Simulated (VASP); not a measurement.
Input of a VASP 6.6.1 run:

File POSCAR:

```
BaF2
1.0
    0.0000000000      3.0042488586      3.0042488586
    3.0042488586      0.0000000000      3.0042488586
    3.0042488586      3.0042488586      0.0000000000
Ba F
1 2
Direct
    0.0000000000      0.0000000000      0.0000000000
    0.2500000000      0.2500000000      0.2500000000
    0.7500000000      0.7500000000      0.7500000000
```

File INCAR.step1:

```
PREC = Accurate
ENCUT = 660
ISMEAR = 0
SIGMA = 0.01
LREAL = False
LASPH = True
NELM = 120
NBANDS = 19
GGA = PE
ALGO = Normal
EDIFF = 1E-5
LWAVE = True
LCHARG = False
GGA_COMPAT = False
```

The input INCAR.step2:

```
PREC = Accurate
ENCUT = 660
EDIFF = 1E-6
ISMEAR = 0
SIGMA = 0.01
LREAL = False
LASPH = True
NELM = 120
ALGO = Normal
ISIF = 2
LWAVE = False
LCHARG = True
METAGGA = R2SCAN
LMIXTAU = True
LELF = True
LVHAR = True
NBANDS = 19
ISTART = 1
GGA_COMPAT = False
```

File KPOINTS:

```
Automatic mesh
0
Gamma
  8 8 8
```

Potentials or basis: VASP PAW PBE potentials, release 64 (Ba_sv, F).

Command:

```bash
$ cat potpaw_PBE.64/Ba_sv/POTCAR potpaw_PBE.64/F/POTCAR > POTCAR
$ cp INCAR.step1 INCAR
$ mpirun -np 1 vasp_std > vasp.out
$ cp INCAR.step2 INCAR
$ mpirun -np 1 vasp_std > vasp.out
```

Question: Predict the band gap on the k mesh.

Answer: 7.71 eV (least direct gap 7.87 eV).

Question: What does it give for the pressure?

Answer: 8.4 GPa.

Caveat: the cell differs from its parent crystal (strain -3.0%); the cell stands under pressure; the PAW data sets were made with another functional, which shifts forces and pressure a little; spin-orbit coupling is left out, which moves the levels of the heavy elements. A k mesh can miss the band edges.
